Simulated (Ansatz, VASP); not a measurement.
**WSe2 in VASP and in Ansatz**

```
W Se
1.0
    -3.32069    0.00000    0.00000
    -1.66035   -2.87581    0.00000
    -0.99621    0.00000   15.25733
W Se
2 4
Direct
  0.31683 0.33333 0.05500
  0.50017 0.66667 0.55500
  0.19983 0.33333 0.44502
  0.38316 0.66667 0.94502
  0.13384 0.33333 0.66498
  0.61717 0.66667 0.16498
```

Alike in both runs: task single point; functional PBE; k mesh 9 × 9 × 2; occupations gaussian, width 0.05 eV; no spin polarisation.

|  | VASP | Ansatz |
| --- | --- | --- |
| version | VASP 6.6.1 | Ansatz 0.2.0 |
| potentials or method | VASP PAW PBE potentials, release 64 (W_sv, Se), cutoff 520 eV | scalar-relativistic, plane waves, PAW |
| valence electrons in the cell | 52 | 92 |

Ansatz gave:

```
gap on the k mesh at the Fermi level (eV)                     : 0.03
least direct gap on the mesh (eV)                             : 0.66
pressure (GPa)                                                : 8.8
traceless stress, the component that is largest in VASP (GPa) : 10.41
rms of the force components (eV/Å)                            : 3.641
```

Question: Which values does VASP return?

Answer: gap on the k mesh at the Fermi level (eV): 0.03; least direct gap on the mesh (eV): 0.66; pressure (GPa): 9.1; traceless stress, the component that is largest in VASP (GPa): 10.47; rms of the force components (eV/Å): 3.663.

Atom by atom the forces differ by 0.030 eV/Å (rms over components). With one functional, cell and mesh, what is left measures potentials, basis and numerics. VASP's potentials hold 52 valence electrons a cell and Ansatz's 92, so a difference there can come from the potentials and not from the codes.

Neither program's run includes spin-orbit coupling.
